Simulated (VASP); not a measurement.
# AlN (P2_1) in VASP: further runs

AlN is run at these levels: LDA; tasks: single point.

Program: VASP 6.6.1. These are calculated values, not measurements. Logs are shortened: lines on timing, memory, paths and dates and some standing lists are left out, and cuts for length are marked.

## (1) The cell of the first run

The structure is monoclinic, space group P2_1 (No. 4). The conventional cell has a = 3.089 Å, b = 4.944 Å, c = 3.089 Å, α = 90.00°, β = 120.00°, γ = 90.00°. Within 2.5 Å of Al (site symmetry 1) lie 4 N at 1.87 to 1.89 Å. Within 2.5 Å of N (site symmetry 1) lie 4 Al at 1.87 to 1.89 Å.

## (2) Single point, LDA (mode 4 frozen in at -0.017 Å and mode 5 at +0.034 Å (largest displacements))

File INCAR:

```
SYSTEM = AlN
ALGO     = Normal         ! electronic algorithm
EDIFF    = 1E-7           ! SCF threshold, eV
ENCUT    = 520            ! plane-wave cutoff, eV
ISIF     = 2              ! what is computed and relaxed
ISMEAR   = 0              ! smearing method
LASPH    = .TRUE.         ! aspherical terms in the spheres
LCHARG   = .TRUE.         ! write CHGCAR
LELF     = .TRUE.         ! ELF
LREAL    = .FALSE.        ! projectors in reciprocal space
LVHAR    = .TRUE.       
LWAVE    = .FALSE.        ! write WAVECAR
NBANDS   = 16             ! bands
NELM     = 100            ! most SCF steps
PREC     = Accurate       ! precision mode
SIGMA    = 0.05           ! smearing width, eV
```

File KPOINTS:

```
k-points
0
G
  9 9 6
  0 0 0
```

File POSCAR:

```
AlN
1.0
    3.0887424016      0.0000000000      0.0000000000
   -1.5443712008      2.6749293856      0.0000000000
    0.0000000000      0.0000000000      4.9437688231
Al N
2 2
Direct
    0.3341948002      0.6795268192      0.0015212672
    0.6658051998      0.3204731808      0.5015212672
    0.3325646187      0.6551911379      0.3834787328
    0.6674353813      0.3448088621      0.8834787328
```

Potentials or basis: VASP PAW LDA potentials, release 64 (Al, N).

The run is started by

```console
$ cat potpaw_LDA.64/Al/POTCAR potpaw_LDA.64/N/POTCAR > POTCAR
$ mpirun -np 1 vasp_std > vasp.out
```

OUTCAR:

```text
SYSTEM = AlN
   EDIFF = 1E-7
   ENCUT = 520
   ISIF = 2
   ISMEAR = 0
   LASPH = .TRUE.
   LREAL = .FALSE.
   NELM = 100
   PREC = Accurate

 ion  position               nearest neighbor table
   1  0.334  0.680  0.002-   4 1.87   4 1.88   4 1.88   3 1.89   2 3.01   2 3.01   2 3.05   2 3.05
                             2 3.09   2 3.09
   2  0.666  0.320  0.502-   3 1.87   3 1.88   3 1.88   4 1.89   1 3.01   1 3.01   1 3.05   1 3.05
                             1 3.09   1 3.09
   3  0.333  0.655  0.383-   2 1.87   2 1.88   2 1.88   1 1.89
   4  0.667  0.345  0.883-   1 1.87   1 1.88   1 1.88   2 1.89

  LATTYP: Found a hexagonal cell.
 ALAT       =     3.0887424016
 C/A-ratio  =     1.6005766038

  Lattice vectors:

 A1 = (   3.0887424016,   0.0000000000,   0.0000000000)
 A2 = (  -1.5443712008,   2.6749293856,   0.0000000000)
 A3 = (   0.0000000000,   0.0000000000,   4.9437688231)

Analysis of symmetry for initial positions (statically):
=====================================================================
 Subroutine PRICEL returns:
 Original cell was already a primitive cell.

 Routine SETGRP: Setting up the symmetry group for a
 hexagonal supercell.

 Subroutine GETGRP returns: Found  2 space group operations
 (whereof  1 operations were pure point group operations)
 out of a pool of 24 trial point group operations.

The static configuration has the point symmetry C_1 .
 The point group associated with its full space group is C_2 .

Analysis of symmetry for dynamics (positions and initial velocities):
=====================================================================
 Subroutine PRICEL returns:
 Original cell was already a primitive cell.

 Routine SETGRP: Setting up the symmetry group for a
 hexagonal supercell.

 Subroutine GETGRP returns: Found  2 space group operations
 (whereof  1 operations were pure point group operations)
 out of a pool of 24 trial point group operations.

The dynamic configuration has the point symmetry C_1 .
 The point group associated with its full space group is C_2 .

 Subroutine INISYM returns: Found  2 space group operations
 (whereof  1 operations are pure point group operations),
 and found     1 'primitive' translations

----------------------------------------------------------------------------------------

                                     Primitive cell

  volume of cell :      40.8462

  direct lattice vectors                    reciprocal lattice vectors
     3.088742402  0.000000000  0.000000000     0.323756361  0.186920822  0.000000000
    -1.544371201  2.674929386  0.000000000     0.000000000  0.373841644  0.000000000
     0.000000000  0.000000000  4.943768823     0.000000000  0.000000000  0.202274830

  length of vectors
     3.088742402  3.088742402  4.943768823     0.373841644  0.373841644  0.202274830

  position of ions in fractional coordinates (direct lattice)
     0.334194800  0.679526819  0.001521267
     0.665805200  0.320473181  0.501521267
     0.332564619  0.655191138  0.383478733
     0.667435381  0.344808862  0.883478733

  ion indices of the primitive-cell ions
   primitive index   ion index
                 1           1
                 2           2
                 3           3
                 4           4

----------------------------------------------------------------------------------------

 KPOINTS: k-points

Automatic generation of k-mesh.
 Grid dimensions read from file:
 generate k-points for:    9    9    6

 Generating k-lattice:

  Cartesian coordinates                     Fractional coordinates (reciprocal lattice)
     0.035972929  0.020768980  0.000000000     0.111111111 -0.000000000  0.000000000
     0.000000000  0.041537960  0.000000000     0.000000000  0.111111111  0.000000000
     0.000000000  0.000000000  0.033712472     0.000000000  0.000000000  0.166666667

  Length of vectors
     0.041537960  0.041537960  0.033712472

  Shift w.r.t. Gamma in fractional coordinates (k-lattice)
     0.000000000  0.000000000  0.000000000

 Subroutine IBZKPT returns following result:
 ===========================================

 Found    164 irreducible k-points:

 Following reciprocal coordinates:
            Coordinates               Weight
  0.000000  0.000000  0.000000      1.000000
  0.111111  0.000000  0.000000      2.000000
  0.000000  0.111111  0.000000      2.000000
 -0.111111  0.111111  0.000000      2.000000
  0.222222 -0.000000  0.000000      2.000000
  0.000000  0.222222  0.000000      2.000000
[... 16 lines left out ...]
  0.333333  0.111111  0.000000      2.000000
 -0.111111  0.444444  0.000000      2.000000
 [... further k-points ...]
   k-points           NKPTS =    164   k-points in BZ     NKDIM =    164   number of bands    NBANDS=     16
   number of dos      NEDOS =    301   number of ions     NIONS =      4
   total plane-waves  NPLWV =  23040
   dimension x,y,z NGX =    24 NGY =   24 NGZ =   40
   dimension x,y,z NGXF=    48 NGYF=   48 NGZF=   80
   ions per type =               2   2
   NGX,Y,Z   is equivalent  to a cutoff of  12.92, 12.92, 13.45 a.u.
   NGXF,Y,Z  is equivalent  to a cutoff of  25.84, 25.84, 26.90 a.u.
 SYSTEM =  AlN
   PREC   = accura    normal or accurate (medium, high low for compatibility)
   ISTART =      0    job   : 0-new  1-cont  2-samecut
   ICHARG =      2    charge: 1-file 2-atom 10-const
   ISPIN  =      1    spin polarized calculation?
   LNONCOLLINEAR =      F non collinear calculations
   LSORBIT =      F    spin-orbit coupling
   LASPH  =      T    aspherical Exc in radial PAW
   ENCUT  =  520.0 eV  38.22 Ry    6.18 a.u.   5.74  5.74  9.19*2*pi/ulx,y,z
   NELM   =    100;   NELMIN=  2; NELMDL= -5     # of ELM steps
   EDIFF  = 0.1E-06   stopping-criterion for ELM
   LREAL  =      F    real-space projection
   EDIFFG = 0.1E-05   stopping-criterion for IOM
   NSW    =      0    number of steps for IOM
   IBRION =     -1    ionic relax: 0-MD 1-quasi-New 2-CG
   NFREE  =      0    steps in history (QN), initial steepest desc. (CG)
   ISIF   =      2    stress and relaxation
   ISYM   =      2    0-nonsym 1-usesym 2-fastsym
   POTIM  = 0.5000    time-step for ionic-motion
   TEBEG  =    0.0;   TEEND  =   0.0 temperature during run
   PSTRESS=    0.0 pullay stress
   NELECT =      16.0000    total number of electrons
   NUPDOWN=      -1.0000    fix difference up-down
   EMIN   =  10.00;   EMAX   =-10.00  energy-range for DOS
   EFERMI =   0.00;   METHOD = LEGACY
   ISMEAR =     0;   SIGMA  =   0.05  broadening in eV -4-tet -1-fermi 0-gaus
   EFERMI_NEDOS =   21; number of points for ismear=-14 and -15
   IALGO  =     38    algorithm
   IMIX   =      4    mixing-type and parameters
     AMIX     =   0.40;   BMIX     =  1.00
     AMIX_MAG =   1.60;   BMIX_MAG =  1.00
  volume/ion in A,a.u.               =      10.21        68.91
  Fermi-wavevector in a.u.,A,eV,Ry     =   1.197836  2.263582 19.521797  1.434812
  Thomas-Fermi vector in A             =   2.333741
   LORBIT       =      0    0 simple, 1 ext, 2 COOP (PROOUT), +10 PAW based schemes
   GGA     = CA    functional components
   LHFCALC =     F    Hartree Fock is set to
   AEXX    =    0.0000 exact exchange contribution
   IVDW    =     0    specifies the selected vdW correction
   LEPSILON=     F    determine dielectric tensor
   LRPA    =     F    only Hartree local field effects (RPA)
 non-spin polarized calculation
 Gauss-broadening in eV      SIGMA  =   0.05
  energy-cutoff  :      520.00
  volume of cell :       40.85
 maximum number of plane-waves:      1118
   NGX = 11   NGY = 11   NGZ = 19

 number of electron      16.0000000 magnetization

 Free energy of the ion-electron system (eV)
  ---------------------------------------------------
  ext. energy  EPLUGINS =         0.00000000
  ---------------------------------------------------
  free energy    TOTEN  =       -32.82917406 eV

  energy without entropy =      -32.82917406  energy(sigma->0) =      -32.82917406

 E-fermi :   6.3810     XC(G=0): -11.3434

 val. band max:        6.1237256900   @ k =   0.0000   0.0000   0.0000
 cond. band min:      10.5287803918   @ k =   0.0000   0.0000   0.0000
 fundamental gap:      4.4050547018
 Fermi energy:         6.3809919484

 k-point     1 :       0.0000    0.0000    0.0000
  band No.  band energies     occupation
      1      -9.0575      2.00000
      2      -6.7635      2.00000
      3      -0.0382      2.00000
      4       5.2082      2.00000
      5       5.2441      2.00000
      6       5.8252      2.00000
[... 8 lines left out ...]
     15      19.2344      0.00000
     16      19.4182      0.00000

 k-point     2 :       0.1111    0.0000    0.0000
  band No.  band energies     occupation
      1      -8.8932      2.00000
      2      -6.6698      2.00000
      3       0.1526      2.00000
      4       4.5077      2.00000
      5       5.0216      2.00000
      6       5.2158      2.00000
[... 8 lines left out ...]
     15      19.0553      0.00000
     16      19.2747      0.00000

 k-point     3 :       0.0000    0.1111    0.0000
  band No.  band energies     occupation
      1      -8.8936      2.00000
      2      -6.6687      2.00000
      3       0.1518      2.00000
      4       4.5014      2.00000
      5       5.0155      2.00000
      6       5.1846      2.00000
[... 8 lines left out ...]
     15      19.0231      0.00000
     16      19.3250      0.00000

 k-point     4 :      -0.1111    0.1111    0.0000
  band No.  band energies     occupation
      1      -8.8929      2.00000
      2      -6.6706      2.00000
      3       0.1533      2.00000
      4       4.5081      2.00000
      5       5.0280      2.00000
      6       5.2445      2.00000
[... 8 lines left out ...]
     15      19.1281      0.00000
     16      19.2449      0.00000
[... 324 lines left out ...]
 k-point    22 :       0.3333   -0.1111    0.0000
  band No.  band energies     occupation
      1      -7.9959      2.00000
      2      -6.2710      2.00000
      3       1.2373      2.00000
      4       2.2670      2.00000
      5       2.9746      2.00000
      6       4.2784      2.00000
[... 8 lines left out ...]
     15      18.3976      0.00000
     16      20.0954      0.00000

 k-point    23 :       0.3333    0.1111    0.0000
  band No.  band energies     occupation
      1      -7.3047      2.00000
      2      -6.1397      2.00000
      3       1.0909      2.00000
      4       2.1279      2.00000
      5       2.2417      2.00000
      6       3.7236      2.00000
[... 8 lines left out ...]
     15      18.5189      0.00000
     16      21.0509      0.00000

 k-point    24 :      -0.1111    0.4444    0.0000
  band No.  band energies     occupation
      1      -7.3132      2.00000
      2      -6.1230      2.00000
      3       1.0140      2.00000
      4       2.1318      2.00000
      5       2.2917      2.00000
      6       3.7064      2.00000
[... 8 lines left out ...]
     15      18.5065      0.00000
     16      20.8722      0.00000

 [... further k-points ...]
[... 5 lines left out ...]
  --------------------------------------------------------------------------------------
  -------------------------------------------------------------------------------------
  Total        0.1825645      0.1068107      0.1494414      0.0024460      0.0000000      0.0000000
  in kB        7.1610196      4.1896045      5.8617770      0.0959421      0.0000000      0.0000000
  external PRESSURE =       5.7374670 kB  Pullay stress =       0.0000000 kB

 VOLUME and BASIS-vectors are now :
 -----------------------------------------------------------------------------
  energy-cutoff  :      520.00
  volume of cell :       40.85
      direct lattice vectors                 reciprocal lattice vectors
     3.088742402  0.000000000  0.000000000     0.323756361  0.186920822  0.000000000
    -1.544371201  2.674929386  0.000000000     0.000000000  0.373841644  0.000000000
     0.000000000  0.000000000  4.943768823     0.000000000  0.000000000  0.202274830

 POSITION                                       TOTAL-FORCE (eV/Angst)
 -----------------------------------------------------------------------------------
     -0.01720      1.81769      0.00752         0.092490     -0.200609      0.010209
      1.56157      0.85724      2.47941        -0.092490      0.200609      0.010209
      0.01535      1.75259      1.89583        -0.046967      0.087509     -0.010209
      1.52902      0.92234      4.36771         0.046967     -0.087509     -0.010209
 -----------------------------------------------------------------------------------
    total drift:                                0.000000     -0.000000     -0.000620

  FREE ENERGIE OF THE ION-ELECTRON SYSTEM (eV)
  ---------------------------------------------------
  free  energy   TOTEN  =       -32.8291740592 eV

  energy  without entropy=      -32.8291740592  energy(sigma->0) =      -32.82917406
```

Run time: 2.1 min. Hardware: 1 thread of AMD EPYC 7R43 (Zen 3), shared host; peak memory 0.17 GiB.

What came out:

```
Free energy            : -32.8292 eV
Pressure               : 0.6 GPa
Largest force          : 0.221 eV/Å
Band gap on the k mesh : 4.41 eV, direct
```

Forces in eV/Å, atoms in the order of the input:
```
Al   0.092 -0.201  0.010
Al  -0.092  0.201  0.010
N   -0.047  0.088 -0.010
N    0.047 -0.088 -0.010
```

Stress tensor (GPa, compression positive):
```
0.72 0.01 0.00
0.01 0.42 0.00
0.00 0.00 0.59
```

Caveat: the cell differs from its parent crystal (mode 4 frozen in at -0.017 Å and mode 5 at +0.034 Å (largest displacements)).

## (3) Single point, LDA (mode 4 frozen in at -0.017 Å and mode 5 at +0.000 Å (largest displacements))

File INCAR:

```
ALGO = Normal
EDIFF = 1E-6
ENCUT = 520
GGA = CA
ISIF = 2
ISMEAR = 0
LASPH = True
LCHARG = False
LREAL = False
LWAVE = False
NBANDS = 16
NELM = 60
PREC = Accurate
SIGMA = 0.05
```

File KPOINTS:

```
k-points
0
Gamma
  9 9 6
```

File POSCAR:

```
AlN
1.0
    3.0887424016      0.0000000000      0.0000000000
   -1.5443712008      2.6749293856      0.0000000000
    0.0000000000      0.0000000000      4.9437688231
Al N
2 2
Direct
    0.3277647239      0.6666666667      0.0015212672
    0.6722352761      0.3333333333      0.5015212672
    0.3383023831      0.6666666667      0.3834787328
    0.6616976169      0.3333333333      0.8834787328
```

Potentials or basis: VASP PAW LDA potentials, release 64 (Al, N).

The run is started by

```console
$ cat potpaw_LDA.64/Al/POTCAR potpaw_LDA.64/N/POTCAR > POTCAR
$ mpirun -np 1 vasp_std > vasp.out
```

OUTCAR:

```text
EDIFF = 1E-6
   ENCUT = 520
   GGA = CA
   ISIF = 2
   ISMEAR = 0
   LASPH = True
   LREAL = False
   NELM = 60
   PREC = Accurate

 ion  position               nearest neighbor table
   1  0.328  0.667  0.002-   4 1.87   4 1.88   4 1.88   3 1.89   2 3.03   2 3.03   2 3.05   2 3.05
                             2 3.07   2 3.07
   2  0.672  0.333  0.502-   3 1.87   3 1.88   3 1.88   4 1.89   1 3.03   1 3.03   1 3.05   1 3.05
                             1 3.07   1 3.07
   3  0.338  0.667  0.383-   2 1.87   2 1.88   2 1.88   1 1.89
[... 655 lines left out ...]
 [... further k-points ...]
[... 5 lines left out ...]
  --------------------------------------------------------------------------------------
  -------------------------------------------------------------------------------------
  Total        0.1471683      0.1549636      0.1431866     -0.0129202      0.0000000      0.0000000
  in kB        5.7726154      6.0783854      5.6164338     -0.5067895      0.0000000      0.0000000
  external PRESSURE =       5.8224782 kB  Pullay stress =       0.0000000 kB

 VOLUME and BASIS-vectors are now :
 -----------------------------------------------------------------------------
  energy-cutoff  :      520.00
  volume of cell :       40.85
      direct lattice vectors                 reciprocal lattice vectors
     3.088742402  0.000000000  0.000000000     0.323756361  0.186920822  0.000000000
    -1.544371201  2.674929386  0.000000000     0.000000000  0.373841644  0.000000000
     0.000000000  0.000000000  4.943768823     0.000000000  0.000000000  0.202274830

 POSITION                                       TOTAL-FORCE (eV/Angst)
 -----------------------------------------------------------------------------------
     -0.01720      1.78329      0.00752         0.098200      0.001425      0.001306
      1.56157      0.89164      2.47941        -0.098200     -0.001425      0.001306
      0.01535      1.78329      1.89583        -0.044549      0.000576     -0.001306
      1.52902      0.89164      4.36771         0.044549     -0.000576     -0.001306
 -----------------------------------------------------------------------------------
    total drift:                               -0.000000     -0.000000     -0.000483

  FREE ENERGIE OF THE ION-ELECTRON SYSTEM (eV)
  ---------------------------------------------------
  free  energy   TOTEN  =       -32.8386866001 eV

  energy  without entropy=      -32.8386866001  energy(sigma->0) =      -32.83868660
```

OSZICAR:

```text
N       E                     dE             d eps       ncg     rms          rms(c)
DAV:   1     0.365498593140E+02    0.36550E+02   -0.73310E+03  5248   0.895E+02
DAV:   2    -0.348942988453E+02   -0.71444E+02   -0.65790E+02  7392   0.178E+02
DAV:   3    -0.379686191568E+02   -0.30743E+01   -0.30656E+01  6504   0.375E+01
DAV:   4    -0.379837772541E+02   -0.15158E-01   -0.15157E-01  6664   0.319E+00
DAV:   5    -0.379839274956E+02   -0.15024E-03   -0.15024E-03  6544   0.309E-01    0.124E+01
DAV:   6    -0.329555386786E+02    0.50284E+01   -0.11447E+01  5496   0.241E+01    0.438E+00
DAV:   7    -0.328999841424E+02    0.55555E-01   -0.51433E-01  6552   0.473E+00    0.284E+00
DAV:   8    -0.328413945577E+02    0.58590E-01   -0.67927E-02  5496   0.219E+00    0.338E-01
DAV:   9    -0.328385868430E+02    0.28077E-02   -0.54073E-03  6680   0.528E-01    0.217E-01
DAV:  10    -0.328387336441E+02   -0.14680E-03   -0.56434E-04  5960   0.150E-01    0.107E-01
DAV:  11    -0.328386869948E+02    0.46649E-04   -0.83674E-05  6328   0.676E-02    0.189E-02
DAV:  12    -0.328386866001E+02    0.39471E-06   -0.13474E-06  5128   0.902E-03
   1 F= -.32838687E+02 E0= -.32838687E+02  d E =-.965448E-17
```

Run time: 47 s. Hardware: 1 thread of Intel Xeon Platinum 8375C at 2.90GHz (Ice Lake), shared host; peak memory 0.2 GiB.

What came out:

| Quantity | Value |
| --- | --- |
| Free energy | -32.8387 eV |
| Pressure | 0.6 GPa |
| Largest force | 0.098 eV/Å |
| Band gap on the k mesh | 4.42 eV, direct |

Forces in eV/Å, atoms in the order of the input:
```
Al   0.098  0.001  0.001
Al  -0.098 -0.001  0.001
N   -0.045  0.001 -0.001
N    0.045 -0.001 -0.001
```

Caveat: the cell differs from its parent crystal (mode 4 frozen in at -0.017 Å and mode 5 at +0.000 Å (largest displacements)).
